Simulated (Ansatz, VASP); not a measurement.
## TiO2: VASP beside Ansatz

The input INCAR:

```
PREC = Accurate
ENCUT = 520
EDIFF = 1E-7
ISMEAR = 0
SIGMA = 0.05
LREAL = F
LASPH = T
NELM = 60
ALGO = Normal
ISIF = 2
LWAVE = F
LCHARG = F
GGA = PE
NBANDS = 33
```

KPOINTS

```
regular mesh
0
Gamma
  10 10 10
```

Contents of POSCAR:

```
TiO2
1.0
   -1.9565996073      1.9565996073      4.9211751310
    1.9565996073     -1.9565996073      4.9211751310
    1.9565996073      1.9565996073     -4.9211751310
Ti O
2 4
Direct
    0.0000000000      0.0000000000      0.0000000000
    0.7500000000      0.2500000000      0.5000000000
    0.2065067269      0.2065067269      0.0000000000
    0.9565067269      0.4565067269      0.5000000000
    0.5434932731      0.0434932731      0.5000000000
    0.7934932731      0.7934932731      0.0000000000
```

Input for Ansatz:

```yaml
crystal:
  lattice:
    - [-1.9565996073, 1.9565996073, 4.921175131]
    - [1.9565996073, -1.9565996073, 4.921175131]
    - [1.9565996073, 1.9565996073, -4.921175131]
  atoms:
    - { symbol: Ti, position: [0.0, 0.0, 0.0] }
    - { symbol: Ti, position: [0.75, 0.25, 0.5] }
    - { symbol: O, position: [0.2065067269, 0.2065067269, 0.0] }
    - { symbol: O, position: [0.9565067269, 0.4565067269, 0.5] }
    - { symbol: O, position: [0.5434932731, 0.0434932731, 0.5] }
    - { symbol: O, position: [0.7934932731, 0.7934932731, 0.0] }
basis:
  ecutwfc: 420
kpoints:
  mp_grid: { grid: [10, 10, 10] }
hamiltonian:
  xc: pbe
scf:
  occupations: { method: gaussian, width: 0.05 }
output:
  forces: true
  stress: true
  eigenvalues: true
```

Change from the starting cell: strain +0.030 along x and y, +0.015 along z, atoms carried along.

Alike in both runs: task single point; functional PBE; k mesh 10 × 10 × 10; occupations gaussian, width 0.05 eV; no spin polarisation.

|  | VASP | Ansatz |
| --- | --- | --- |
| version | VASP 6.6.1 | Ansatz 0.2.0 |
| potentials or method | VASP PAW PBE potentials, release 64 (Ti_sv, O), cutoff 520 eV | scalar-relativistic, plane waves, PAW |
| valence electrons in the cell | 48 | 48 |

Ansatz gave:

* gap on the k mesh at the Fermi level (eV): 1.95
* least direct gap on the mesh (eV): 2.22
* pressure (GPa): -12.8
* traceless stress, the component that is largest in VASP (GPa): 0.97
* rms of the force components (eV/Å): 0.118

Question: What did VASP give for the same quantities?

Answer: gap on the k mesh at the Fermi level (eV): 1.93; least direct gap on the mesh (eV): 2.20; pressure (GPa): -12.3; traceless stress, the component that is largest in VASP (GPa): 1.05; rms of the force components (eV/Å): 0.109.

Atom by atom the forces differ by 0.009 eV/Å (rms over components). The functional is the same, so the differences come from potentials, cutoffs and numerics.
